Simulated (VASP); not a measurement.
Crystal: ZnSe (zincblende type).

```
CELL_PARAMETERS angstrom
0.00000 2.87982 2.87982
2.87982 0.00000 2.87982
2.87982 2.87982 0.00000
ATOMIC_POSITIONS crystal
Zn 0.00000 0.00000 0.00000
Se 0.25000 0.25000 0.25000
```

| Quantity | Value |
| --- | --- |
| Program | VASP 6.6.1 |
| Task | relaxation of cell and atoms |
| Functional | r2SCAN |
| Potentials or basis | VASP PAW PBE potentials, release 64 (Zn, Se) |
| Cutoff | 600 eV |
| k mesh | 11 × 11 × 11 |
| Occupations | fermi-dirac, width 0.05 eV |
| Spin | no spin polarisation |

At the start: pressure -2.9 GPa; volume 23.88 Å³/atom.

How do energy, volume and symmetry change on relaxing?

Over 4 steps the energy falls by 11.1 meV/atom and the volume is 22.74 Å³/atom (-4.8 %); space group F-43m (No. 216, to 0.05 Å).

The path:
| step | energy change (eV) | largest force (eV/Å) | pressure (GPa) | volume (Å³) |
| --- | --- | --- | --- | --- |
| 1 | 0.0000 | 0.0000 | -2.85 | 47.77 |
| 2 | -0.0208 | 0.0000 | 0.87 | 44.89 |
| 3 | -0.0222 | 0.0000 | 0.08 | 45.43 |
| 4 | -0.0222 | 0.0000 | 0.00 | 45.49 |

Final structure:
```cif
data_structure
_symmetry_space_group_name_H-M 'P 1'
_symmetry_Int_Tables_number 1
_cell_length_a 4.0069
_cell_length_b 4.0069
_cell_length_c 4.0069
_cell_angle_alpha 60.000
_cell_angle_beta 60.000
_cell_angle_gamma 60.000
_cell_volume 45.49
loop_
_atom_site_label
_atom_site_type_symbol
_atom_site_fract_x
_atom_site_fract_y
_atom_site_fract_z
_atom_site_occupancy
Zn1 Zn 0.00000 0.00000 0.00000 1
Se1 Se 0.25000 0.25000 0.25000 1
```

Caveat: the PAW data sets were made with another functional, which shifts forces and pressure a little.
